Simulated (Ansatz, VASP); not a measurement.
**Ga2AsN in VASP and in Ansatz**

File INCAR:

```
PREC = Accurate ; ENCUT = 520
EDIFF = 1E-7 ; ISMEAR = -1
SIGMA = 0.02 ; LREAL = F
LASPH = T ; NELM = 60
ALGO = Normal ; ISIF = 2
LWAVE = F ; LCHARG = F
GGA = PE ; NBANDS = 26
```

Contents of KPOINTS:

```
Automatic mesh
0
Gamma
  6 6 6
```

The input POSCAR:

```
Ga2AsN
1.0
    1.6465440788      0.9506326671      5.9542264271
   -1.6465440788      0.9506326671      5.9542264271
    0.0000000000     -1.9012653343      5.9542264271
N As Ga
1 1 2
Direct
    1.0000000000      0.0000000000      0.0000000000
    0.5000000000      0.5000000000      0.5000000000
    0.2673231063      0.2673231063      0.2673231063
    0.7326768937      0.7326768937      0.7326768937
```

Input for Ansatz:

```yaml
crystal:
  lattice:
    - [1.6465440788, 0.9506326671, 5.9542264271]
    - [-1.6465440788, 0.9506326671, 5.9542264271]
    - [0.0, -1.9012653343, 5.9542264271]
  atoms:
    - { symbol: "N", position: [1.0, 0.0, 0.0] }
    - { symbol: As, position: [0.5, 0.5, 0.5] }
    - { symbol: Ga, position: [0.2673231063, 0.2673231063, 0.2673231063] }
    - { symbol: Ga, position: [0.7326768937, 0.7326768937, 0.7326768937] }
kpoints:
  mp_grid: { grid: [6, 6, 6] }
hamiltonian:
  xc: pbe
scf:
  occupations: { method: fermi_dirac, width: 0.02 }
  n_extra_bands: 5
output:
  forces: true
  stress: true
  eigenvalues: true
  write_density: true
  write_potential: true
  elf: true
  volumetric_format: npy
```

Alike in both runs: task single point; functional PBE; k mesh 6 × 6 × 6; occupations fermi-dirac, width 0.02 eV; no spin polarisation.

|  | VASP | Ansatz |
| --- | --- | --- |
| version | VASP 6.6.1 | Ansatz 0.2.0 |
| potentials or method | VASP PAW PBE potentials, release 64 (N, As, Ga_d) | plane waves, PAW |
| plane-wave cutoff (eV) | 520 | 420 |
| valence electrons in the cell | 36 | 46 |

|  | VASP | Ansatz | Ansatz less VASP |
| --- | --- | --- | --- |
| pressure (GPa) | 4.8 | 4.4 | -0.41 |
| traceless stress, the component that is largest in VASP (GPa) | 2.69 | 2.64 | -0.042 |
| rms of the force components (eV/Å) | 0.064 | 0.066 | +0.0022 |

Atom by atom the forces differ by 0.002 eV/Å (rms over components). With one functional, cell and mesh, what is left measures potentials, basis and numerics. VASP's potentials hold 36 valence electrons a cell and Ansatz's 46, so a difference there can come from the potentials and not from the codes.

The k mesh is coarse, so the values compare programs but aren't converged.
